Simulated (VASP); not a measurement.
The system is NaCl.

```
CELL_PARAMETERS angstrom
0.00000 2.80273 2.80273
2.80273 0.00000 2.80273
2.80273 2.80273 0.00000
ATOMIC_POSITIONS crystal
Na 0.00000 0.00000 0.00000
Cl 0.50000 0.50000 0.50000
```

Base run:

| Property | Result |
| --- | --- |
| Program | VASP 6.6.1 |
| Functional | LDA |
| Potentials or basis | VASP PAW LDA potentials, release 64 (Na_pv, Cl) |
| Cutoff | 520 eV |
| k mesh | 8 × 8 × 8 |
| Occupations | gaussian, width 0.01 eV |
| Spin | no spin polarisation |

Its results: band gap on the k mesh 4.77 eV, direct; pressure -2.0 GPa.

Problem. The run is repeated on the same cell with these changes: functional from LDA to r2SCAN; potentials or basis from VASP PAW LDA potentials, release 64 (Na_pv, Cl) to VASP PAW PBE potentials, release 64 (Na_pv, Cl). What comes out?

Solution. Band gap on the k mesh 6.00 eV, direct; pressure -0.1 GPa.

Caveats: the PAW data sets were made with another functional, which shifts forces and pressure a little (some runs).

A k mesh can miss the band edges.
